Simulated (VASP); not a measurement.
A run of VASP 6.6.1 is set up as follows.

Contents of INCAR:

```
SYSTEM = CaMgF4
PREC = Accurate ; ENCUT = 520
EDIFF = 1E-7 ; ISMEAR = -1
SIGMA = 0.03 ; LREAL = .False.
LASPH = .True. ; NELM = 60
ALGO = Normal ; ISIF = 2
LWAVE = .False. ; LCHARG = .True.
GGA = PS ; LELF = .True.
LVHAR = .True. ; NBANDS = 29
```

File KPOINTS:

```
regular mesh
0
Gamma
  6 6 6
  0 0 0
```

The input POSCAR:

```
CaMgF4
1.0
    1.8535039706      1.0701210179      5.8722913590
   -1.8535039706      1.0701210179      5.8722913590
    0.0000000000     -2.1402420313      5.8722913598
Ca Mg F
1 1 4
Direct
    0.0000000000      0.0000000000      0.0000000000
    0.5000000000      0.5000000000      0.5000000000
    0.6180687508      0.6180687508      0.6180687508
    0.8686224664      0.8686224664      0.8686224664
    0.1313775336      0.1313775336      0.1313775336
    0.3819312492      0.3819312492      0.3819312492
```

Potentials or basis: VASP PAW PBE potentials, release 64 (Ca_sv, Mg, F).

Launch:

```bash
$ cat potpaw_PBE.64/Ca_sv/POTCAR potpaw_PBE.64/Mg/POTCAR potpaw_PBE.64/F/POTCAR > POTCAR
$ mpirun -np 1 vasp_std > vasp.out
```

(1) What does it give for the band gap on the k mesh?

(2) What does it give for the largest force?

Results:

(1) 6.40 eV (least direct gap 6.91 eV).

(2) 0.054 eV/Å.

Caveat: the PAW data sets were made with another functional, which shifts forces and pressure a little.
